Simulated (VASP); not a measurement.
# AlGa3N4: single point with r2SCAN

The system is AlGa3N4.

```
Al Ga N
1.0
     4.68861    0.00000    0.00000
     0.00000    4.68861    0.00000
     0.00000    0.00000    4.24208
Al Ga N
1 3 4
Direct
  0.00000 0.00000 0.00000
  0.50000 0.50000 0.00000
  0.50000 0.00000 0.50000
  0.00000 0.50000 0.50000
  0.75535 0.75535 0.24465
  0.75535 0.24465 0.75535
  0.24465 0.75535 0.75535
  0.24465 0.24465 0.24465
```

This cell differs from its parent crystal: strain +0.050 along x and y, -0.050 along z.

```yaml
Program: VASP 6.6.1
Task: single point
Functional: r2SCAN
Potentials_or_basis: VASP PAW PBE potentials, release 64 (Al, Ga_d, N)
Cutoff: 520 eV
k_mesh: 6 × 6 × 6
Occupations: gaussian, width 0.05 eV
Spin: no spin polarisation
```

The pressure is -8.5 GPa. The largest force is 0.112 eV/Å and the band gap on the k mesh is 2.20 eV, direct.

Forces in eV/Å, atoms in the order of the input:
```
Al   0.000  0.000  0.000
Ga   0.000  0.000  0.000
Ga   0.000  0.000  0.000
Ga   0.000  0.000  0.000
N    0.004  0.004 -0.112
N    0.004 -0.004  0.112
N   -0.004  0.004  0.112
N   -0.004 -0.004 -0.112
```

Stress tensor (GPa, compression positive):
```
-12.11   0.00   0.00
  0.00 -12.11   0.00
  0.00   0.00  -1.18
```

Levels at points of the mesh, in eV from the valence-band top:
```
           k point  band 29  band 30  band 31  band 32  band 33  band 34
(0.00, 0.00, 0.00)    -0.37    -0.37     0.00     2.20     3.36     3.87
(0.50, 0.00, 0.00)    -1.40    -1.31    -1.11     4.90     4.96     6.15
(0.50, 0.50, 0.00)    -1.56    -1.56    -1.22     6.33     6.52     6.52
(0.00, 0.00, 0.50)    -2.00    -1.70    -1.70     5.23     5.37     7.03
(0.50, 0.00, 0.50)    -0.99    -0.93    -0.68     6.64     6.71     6.86
(0.50, 0.50, 0.50)    -0.62    -0.60    -0.60     4.71     4.77     4.77
```

Wall time 7.2 min on 1 thread of Intel(R) Xeon(R) Platinum 8259CL CPU @ 2.50GHz (Skylake/Cascade Lake), with other jobs on the host, peak memory 0.28 GiB.

Caveat: the cell differs from its parent crystal (strain +0.050 along x and y, -0.050 along z); the PAW data sets were made with another functional, which shifts forces and pressure a little.
